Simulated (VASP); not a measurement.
# LiBe4 (R-3m) in VASP: a series of runs

The runs below take LiBe4 through single point, with PBE.

Program: VASP 6.6.1. These are calculated values, not measurements. Logs are shortened: lines on timing, memory, paths and dates and some standing lists are left out, and cuts for length are marked.

## 1. The cell of the first run

It takes space group R-3m (No. 166, trigonal). Conventional cell: a = 3.653 Å, b = 3.653 Å, c = 11.238 Å, α = 90.00°, β = 90.00°, γ = 120.00°. Li (site symmetry -3m) has 14 Be at 2.26 to 2.58 Å within 3.0 Å. Within 2.8 Å of Be (site symmetry 3m) lie 11 Be at 2.12 to 2.66 Å and 3 Li at 2.26 Å. Be (site symmetry 3m) has 10 Be at 2.21 to 2.56 Å and 4 Li at 2.26 to 2.58 Å within 2.9 Å.

The cell was generated, and may not be a known phase.

## 2. Single point, PBE

Input file INCAR:

```
PREC = Accurate ; ENCUT = 750
EDIFF = 1E-6 ; ISMEAR = 0
SIGMA = 0.2 ; LREAL = F
LASPH = T ; NELM = 120
ALGO = Normal ; ISIF = 2
LWAVE = F ; LCHARG = F
GGA = PE ; NBANDS = 14
GGA_COMPAT = F
```

Input file KPOINTS:

```
regular mesh
0
Gamma
  6 6 6
```

Input file POSCAR:

```
LiBe4
1.0
    1.8263760623      1.0544587125      3.7458978844
   -1.8263760623      1.0544587125      3.7458978844
    0.0000000000     -2.1089174211      3.7458978854
Li Be
1 4
Direct
    0.5000000000      0.5000000000      0.5000000000
    0.9057431099      0.9057431099      0.9057431099
    0.0942568901      0.0942568901      0.0942568901
    0.7013614190      0.7013614190      0.7013614190
    0.2986385810      0.2986385810      0.2986385810
```

Potentials or basis: VASP PAW PBE potentials, release 64 (Li_sv, Be).

Run with:

```
cat potpaw_PBE.64/Li_sv/POTCAR potpaw_PBE.64/Be/POTCAR > POTCAR
mpirun -np 1 vasp_std > vasp.out
```

OUTCAR:

```text
PREC = Accurate
   ENCUT = 750
   EDIFF = 1E-6
   ISMEAR = 0
   LREAL = F
   LASPH = T
   NELM = 120
   ISIF = 2
   GGA = PE

 ion  position               nearest neighbor table
   1  0.500  0.500  0.500-   3 2.26   3 2.26   2 2.26   2 2.26   3 2.26   2 2.26   5 2.26   4 2.26

   2  0.906  0.906  0.906-   3 2.12   5 2.21   5 2.21   5 2.21   1 2.26   1 2.26   1 2.26   4 2.30

   3  0.094  0.094  0.094-   2 2.12   4 2.21   4 2.21   4 2.21   1 2.26   1 2.26   1 2.26   5 2.30

   4  0.701  0.701  0.701-   3 2.21   3 2.21   3 2.21   5 2.25   5 2.25   5 2.25   1 2.26   2 2.30

   5  0.299  0.299  0.299-   2 2.21   2 2.21   2 2.21   4 2.25   4 2.25   4 2.25   1 2.26   3 2.30

  LATTYP: Found a trigonal (rhomboedric) cell.
 ALAT       =     4.2987537331
 COS(alpha) =     0.6389849755

  Lattice vectors:

 A1 = (   1.8263760623,   1.0544587125,   3.7458978844)
 A2 = (  -1.8263760623,   1.0544587125,   3.7458978844)
 A3 = (   0.0000000000,  -2.1089174211,   3.7458978854)

Analysis of symmetry for initial positions (statically):
=====================================================================
 Subroutine PRICEL returns:
 Original cell was already a primitive cell.

 Routine SETGRP: Setting up the symmetry group for a
 trigonal (rhombohedral) supercell.

 Subroutine GETGRP returns: Found 12 space group operations
 (whereof 12 operations were pure point group operations)
 out of a pool of 12 trial point group operations.

The static configuration has the point symmetry D_3d.

Analysis of symmetry for dynamics (positions and initial velocities):
=====================================================================
 Subroutine PRICEL returns:
 Original cell was already a primitive cell.

 Routine SETGRP: Setting up the symmetry group for a
 trigonal (rhombohedral) supercell.

 Subroutine GETGRP returns: Found 12 space group operations
 (whereof 12 operations were pure point group operations)
 out of a pool of 12 trial point group operations.

The dynamic configuration has the point symmetry D_3d.

 Subroutine INISYM returns: Found 12 space group operations
 (whereof 12 operations are pure point group operations),
 and found     1 'primitive' translations

----------------------------------------------------------------------------------------

                                     Primitive cell

  volume of cell :      43.2840

  direct lattice vectors                    reciprocal lattice vectors
     1.826376062  1.054458713  3.745897884     0.273766181  0.158058978  0.088986231
    -1.826376062  1.054458713  3.745897884    -0.273766181  0.158058978  0.088986231
     0.000000000 -2.108917421  3.745897885     0.000000000 -0.316117957  0.088986231

  length of vectors
     4.298753733  4.298753733  4.298753733     0.328403885  0.328403885  0.328403885

  position of ions in fractional coordinates (direct lattice)
     0.500000000  0.500000000  0.500000000
     0.905743110  0.905743110  0.905743110
     0.094256890  0.094256890  0.094256890
     0.701361419  0.701361419  0.701361419
     0.298638581  0.298638581  0.298638581

  ion indices of the primitive-cell ions
   primitive index   ion index
                 1           1
                 2           2
                 3           3
                 4           4
                 5           5

----------------------------------------------------------------------------------------

 KPOINTS: regular mesh

Automatic generation of k-mesh.
 Grid dimensions read from file:
 generate k-points for:    6    6    6

 Generating k-lattice:

  Cartesian coordinates                     Fractional coordinates (reciprocal lattice)
     0.045627697  0.026343163  0.014831038     0.166666667 -0.000000000  0.000000000
    -0.045627697  0.026343163  0.014831038    -0.000000000  0.166666667  0.000000000
     0.000000000 -0.052686326  0.014831038    -0.000000000 -0.000000000  0.166666667

  Length of vectors
     0.054733981  0.054733981  0.054733981

  Shift w.r.t. Gamma in fractional coordinates (k-lattice)
     0.000000000  0.000000000  0.000000000

 Subroutine IBZKPT returns following result:
 ===========================================

 Found     32 irreducible k-points:

 Following reciprocal coordinates:
            Coordinates               Weight
  0.000000  0.000000  0.000000      1.000000
  0.166667 -0.000000  0.000000      6.000000
  0.333333  0.000000  0.000000      6.000000
  0.500000  0.000000  0.000000      3.000000
  0.166667  0.166667  0.000000      6.000000
  0.333333  0.166667  0.000000     12.000000
[... 16 lines left out ...]
  0.500000  0.500000  0.166667      6.000000
 -0.333333  0.500000  0.166667     12.000000
 [... further k-points ...]
   k-points           NKPTS =     32   k-points in BZ     NKDIM =     32   number of bands    NBANDS=     14
   number of dos      NEDOS =    301   number of ions     NIONS =      5
   total plane-waves  NPLWV =  64000
   dimension x,y,z NGX =    40 NGY =   40 NGZ =   40
   dimension x,y,z NGXF=    80 NGYF=   80 NGZF=   80
   ions per type =               1   4
   NGX,Y,Z   is equivalent  to a cutoff of  15.47, 15.47, 15.47 a.u.
   NGXF,Y,Z  is equivalent  to a cutoff of  30.94, 30.94, 30.94 a.u.
 SYSTEM =  unknown system
   PREC   = accura    normal or accurate (medium, high low for compatibility)
   ISTART =      0    job   : 0-new  1-cont  2-samecut
   ICHARG =      2    charge: 1-file 2-atom 10-const
   ISPIN  =      1    spin polarized calculation?
   LNONCOLLINEAR =      F non collinear calculations
   LSORBIT =      F    spin-orbit coupling
   LASPH  =      T    aspherical Exc in radial PAW
   ENCUT  =  750.0 eV  55.12 Ry    7.42 a.u.   9.60  9.60  9.60*2*pi/ulx,y,z
   NELM   =    120;   NELMIN=  2; NELMDL= -5     # of ELM steps
   EDIFF  = 0.1E-05   stopping-criterion for ELM
   LREAL  =      F    real-space projection
   EDIFFG = 0.1E-04   stopping-criterion for IOM
   NSW    =      0    number of steps for IOM
   IBRION =     -1    ionic relax: 0-MD 1-quasi-New 2-CG
   NFREE  =      0    steps in history (QN), initial steepest desc. (CG)
   ISIF   =      2    stress and relaxation
   ISYM   =      2    0-nonsym 1-usesym 2-fastsym
   POTIM  = 0.5000    time-step for ionic-motion
   TEBEG  =    0.0;   TEEND  =   0.0 temperature during run
   PSTRESS=    0.0 pullay stress
   NELECT =      11.0000    total number of electrons
   NUPDOWN=      -1.0000    fix difference up-down
   EMIN   =  10.00;   EMAX   =-10.00  energy-range for DOS
   EFERMI =   0.00;   METHOD = LEGACY
   ISMEAR =     0;   SIGMA  =   0.20  broadening in eV -4-tet -1-fermi 0-gaus
   EFERMI_NEDOS =   21; number of points for ismear=-14 and -15
   IALGO  =     38    algorithm
   IMIX   =      4    mixing-type and parameters
     AMIX     =   0.40;   BMIX     =  1.00
     AMIX_MAG =   1.60;   BMIX_MAG =  1.00
  volume/ion in A,a.u.               =       8.66        58.42
  Fermi-wavevector in a.u.,A,eV,Ry     =   1.036963  1.959577 14.630249  1.075293
  Thomas-Fermi vector in A             =   2.171379
   LORBIT       =      0    0 simple, 1 ext, 2 COOP (PROOUT), +10 PAW based schemes
   GGA     = PE    functional components
   LHFCALC =     F    Hartree Fock is set to
   AEXX    =    0.0000 exact exchange contribution
   IVDW    =     0    specifies the selected vdW correction
   LEPSILON=     F    determine dielectric tensor
   LRPA    =     F    only Hartree local field effects (RPA)
 non-spin polarized calculation
 Gauss-broadening in eV      SIGMA  =   0.20
  energy-cutoff  :      750.00
  volume of cell :       43.28
 maximum number of plane-waves:      2037
 NGX is ok and might be reduce to    40
   NGX = 19   NGY = 19   NGZ = 19

 number of electron      11.0000000 magnetization

 Free energy of the ion-electron system (eV)
  ---------------------------------------------------
  ext. energy  EPLUGINS =         0.00000000
  ---------------------------------------------------
  free energy    TOTEN  =       -16.53041300 eV

  energy without entropy =      -16.51690783  energy(sigma->0) =      -16.52366041

 E-fermi :   5.2719     XC(G=0): -10.1628

 val. band max:        5.2669109984   @ k =   0.1667   0.1667   0.0000
 cond. band min:       5.3019661987   @ k =  -0.3333   0.3333   0.1667
 fundamental gap:      0.0350552003
 Fermi energy:         5.2719235553

 k-point     1 :       0.0000    0.0000    0.0000
  band No.  band energies     occupation
      1     -39.6639      2.00000
      2      -4.0162      2.00000
      3       3.3925      2.00000
      4       4.1648      2.00000
      5       6.7783      0.00000
      6       6.7783      0.00000
      7       7.2010      0.00000
      8       7.2010      0.00000
      9      10.5303      0.00000
     10      10.5303      0.00000
     11      11.6571      0.00000
     12      11.6571      0.00000
     13      11.8160      0.00000
     14      11.9952      0.00000

 k-point     2 :       0.1667   -0.0000    0.0000
  band No.  band energies     occupation
      1     -39.6634      2.00000
      2      -3.7037      2.00000
      3       2.9922      2.00000
      4       4.0112      2.00000
      5       4.8780      1.99466
      6       5.4030      0.35410
      7       7.9687      0.00000
      8       8.2202      0.00000
      9       9.6049      0.00000
     10       9.8323      0.00000
     11      12.2200      0.00000
     12      12.9176      0.00000
     13      13.3059      0.00000
     14      14.6079      0.00000

 k-point     3 :       0.3333    0.0000    0.0000
  band No.  band energies     occupation
      1     -39.6622      2.00000
      2      -2.7666      2.00000
      3       1.1920      2.00000
      4       2.5982      2.00000
      5       4.5637      2.00000
      6       6.1419      0.00000
      7       6.4447      0.00000
      8       7.6617      0.00000
      9       8.9109      0.00000
     10      12.3522      0.00000
     11      12.8324      0.00000
     12      14.1645      0.00000
     13      15.3532      0.00000
     14      18.3645      0.00000

 k-point     4 :       0.5000    0.0000    0.0000
  band No.  band energies     occupation
      1     -39.6616      2.00000
      2      -1.5140      2.00000
      3      -0.7156      2.00000
      4       2.4555      2.00000
      5       4.3364      2.00000
      6       5.8283      0.00008
      7       7.0221      0.00000
      8       7.6018      0.00000
      9       8.1720      0.00000
     10      12.0517      0.00000
     11      14.3510      0.00000
     12      16.2138      0.00000
     13      17.1853      0.00000
     14      17.8372      0.00000

 k-point     5 :       0.1667    0.1667    0.0000
  band No.  band energies     occupation
      1     -39.6633      2.00000
      2      -3.6394      2.00000
      3       2.3841      2.00000
      4       4.4960      2.00000
      5       4.7146      1.99992
      6       5.2669      1.02827
      7       7.4612      0.00000
      8       8.7078      0.00000
      9       9.8214      0.00000
     10      10.8566      0.00000
     11      12.3592      0.00000
[... 276 lines left out ...]
 k-point    22 :      -0.1667    0.3333    0.1667
  band No.  band energies     occupation
      1     -39.6616      2.00000
      2      -1.9011      2.00000
      3       1.1891      2.00000
      4       1.7268      2.00000
      5       2.5601      2.00000
      6       3.8382      2.00000
      7       8.3140      0.00000
      8       9.2910      0.00000
      9      10.0336      0.00000
     10      13.3332      0.00000
     11      14.1380      0.00000
     12      15.0146      0.00000
     13      16.3272      0.00000
     14      17.1712      0.00000

 k-point    23 :       0.5000    0.5000    0.1667
  band No.  band energies     occupation
      1     -39.6621      2.00000
      2      -1.8539      2.00000
      3       0.2102      2.00000
      4       1.4384      2.00000
      5       2.8679      2.00000
      6       5.1459      1.62698
      7       8.0224      0.00000
      8      11.2971      0.00000
      9      12.4308      0.00000
     10      13.1762      0.00000
     11      13.2796      0.00000
     12      14.6946      0.00000
     13      15.7272      0.00000
     14      16.3583      0.00000

 k-point    24 :      -0.3333    0.5000    0.1667
  band No.  band energies     occupation
      1     -39.6615      2.00000
      2      -0.7248      2.00000
      3      -0.0104      2.00000
      4       0.8778      2.00000
      5       1.7329      2.00000
      6       4.5794      2.00000
      7       9.3260      0.00000
      8       9.7289      0.00000
      9      12.5766      0.00000
     10      12.9173      0.00000
     11      13.9600      0.00000
     12      14.5536      0.00000
     13      16.4126      0.00000
     14      17.3781      0.00000

 [... further k-points ...]

------------------------ aborting loop because EDIFF is reached ----------------------------------------

  FORCE on cell =-STRESS in cart. coord.  units (eV):
  Direction    XX          YY          ZZ          XY          YZ          ZX
  --------------------------------------------------------------------------------------
  -------------------------------------------------------------------------------------
  Total       -0.0362256     -0.0362256     -0.0359077      0.0000000     -0.0000000      0.0000000
  in kB       -1.3409091     -1.3409091     -1.3291401      0.0000000     -0.0000000      0.0000000
  external PRESSURE =      -1.3369861 kB  Pullay stress =       0.0000000 kB

 VOLUME and BASIS-vectors are now :
 -----------------------------------------------------------------------------
  energy-cutoff  :      750.00
  volume of cell :       43.28
      direct lattice vectors                 reciprocal lattice vectors
     1.826376062  1.054458713  3.745897884     0.273766181  0.158058978  0.088986231
    -1.826376062  1.054458713  3.745897884    -0.273766181  0.158058978  0.088986231
     0.000000000 -2.108917421  3.745897885     0.000000000 -0.316117957  0.088986231

 POSITION                                       TOTAL-FORCE (eV/Angst)
 -----------------------------------------------------------------------------------
      0.00000      0.00000      5.61885         0.000000      0.000000     -0.000000
      0.00000      0.00000     10.17846        -0.000000     -0.000000     -0.000784
      0.00000      0.00000      1.05923        -0.000000      0.000000      0.000784
      0.00000      0.00000      7.88168        -0.000000      0.000000      0.002897
      0.00000      0.00000      3.35601        -0.000000     -0.000000     -0.002897
 -----------------------------------------------------------------------------------
    total drift:                               -0.000000      0.000000      0.000000

  FREE ENERGIE OF THE ION-ELECTRON SYSTEM (eV)
  ---------------------------------------------------
  free  energy   TOTEN  =       -16.5304129967 eV

  energy  without entropy=      -16.5169078269  energy(sigma->0) =      -16.52366041
```

It took 48 s on 1 thread of Intel Xeon 8259CL, shared host; peak memory 0.24 GiB.

Results:

```
Free energy            : -16.5304 eV
Pressure               : -0.1 GPa
Band gap on the k mesh : zero (an odd number of electrons rules out a gap without spin polarisation)
```

Forces on the atoms (eV/Å):
```
Li   0.000  0.000  0.000
Be   0.000  0.000 -0.001
Be   0.000  0.000  0.001
Be   0.000  0.000  0.003
Be   0.000  0.000 -0.003
```

Levels at points of the mesh, in eV from the Fermi level:
```
           k point  band 1  band 2  band 3  band 4  band 5  band 6  band 7  band 8  band 9  band 10
(0.00, 0.00, 0.00)  -44.94   -9.29   -1.88   -1.11    1.51    1.51    1.93    1.93    5.26     5.26
(0.50, 0.00, 0.00)  -44.93   -6.79   -5.99   -2.82   -0.94    0.56    1.75    2.33    2.90     6.78
(0.50, 0.50, 0.00)  -44.93   -5.98   -5.81   -3.05   -2.84   -2.65    2.71    6.50    7.88     7.99
(0.50, 0.50, 0.50)  -44.94   -8.03   -6.58    0.58    0.58    1.57    1.57    5.67    6.01     6.08
```

(Continued in part 2 of 2.)

The gap in the log of VASP goes by the Fermi energy; the results here count the filled bands.